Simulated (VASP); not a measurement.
Here is a VASP 6.6.1 calculation.

The input INCAR:

```
SYSTEM = Au
ALGO = Fast
EDIFF = 1E-7
ENCUT = 520
GGA = PE
ISIF = 2
ISMEAR = -1
LASPH = .TRUE.
LCHARG = .FALSE.
LREAL = .FALSE.
LWAVE = .FALSE.
NBANDS = 18
NELM = 80
PREC = Accurate
SIGMA = 0.05
```

File KPOINTS:

```
k-points
0
G
  10 10 6
  0 0 0
```

The input POSCAR:

```
Au
1.0
    2.8154890579      0.0000000000      0.0000000000
   -0.0129553469      2.8201795887      0.0000000000
   -1.1378916452     -1.1854109603      4.9240140333
Au
2
Direct
    0.6728620000      0.6659620000      0.2740550000
    0.3271380000      0.3340380000      0.7259450000
```

Potentials or basis: VASP PAW PBE potentials, release 64 (Au).

Command:

```bash
$ cat potpaw_PBE.64/Au/POTCAR > POTCAR
$ mpirun -np 1 vasp_std > vasp.out
```

Q: Estimate the largest force.

A: 0.058 eV/Å.

Q: Estimate the pressure.

A: -1.0 GPa.

Stress tensor (GPa, compression positive):
```
-1.55  0.23  0.85
 0.23 -1.83  0.66
 0.85  0.66  0.45
```
